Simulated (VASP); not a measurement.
Write the native input for VASP 6.6.1 that does the following.

- Task: single point
- Functional: PBE
- Potentials or basis: VASP PAW PBE potentials, release 64 (Si, C)
- Cutoff: 520 eV
- k mesh: 16 × 16 × 9
- Occupations: fermi-dirac, width 0.02 eV
- Spin: no spin polarisation
- Dipole correction: no
- Further INCAR settings: ALGO = Normal; EDIFF = 1e-06; NBANDS = 16

The structure of SiC (Moissanite) lies in POSCAR:

```
SiC
1.0
    3.0760000000      0.0000000000      0.0000000000
   -1.5380000000      2.6638941420      0.0000000000
    0.0000000000      0.0000000000      5.0984800000
Si C
2 2
Direct
    0.3333333333      0.6666666667      0.0050902063
    0.6666666667      0.3333333333      0.5050902063
    0.3333333333      0.6666666667      0.3799097937
    0.6666666667      0.3333333333      0.8799097937
```

This cell differs from its parent crystal: z stretched by +1 %, then relaxed in part.

One way to write it, as run:

INCAR

```
SYSTEM = SiC
  PREC = Accurate
  ENCUT = 520
  EDIFF = 1E-6
  ISMEAR = -1
  SIGMA = 0.02
  LREAL = .False.
  LASPH = .True.
  NELM = 80
  ALGO = Normal
  ISIF = 2
  LWAVE = .False.
  LCHARG = .False.
  GGA = PE
  NBANDS = 16
```

KPOINTS

```
regular mesh
0
Gamma
  16 16 9
  0 0 0
```

Potentials or basis: VASP PAW PBE potentials, release 64 (Si, C).

Launch:

```sh
$ cat potpaw_PBE.64/Si/POTCAR potpaw_PBE.64/C/POTCAR > POTCAR
$ mpirun -np 1 vasp_std > vasp.out
```

It gave:

```json
{
  "Pressure": "1.2 GPa",
  "Band gap on the k mesh": "2.28 eV, indirect (least direct gap 4.03 eV)"
}
```

Caveat: the cell differs from its parent crystal (z stretched by +1 %, then relaxed in part).

Run time: 47 s on 1 thread of AMD EPYC 9R45 96-Core Processor (Zen 5), on a shared host, peak memory 0.18 GiB.
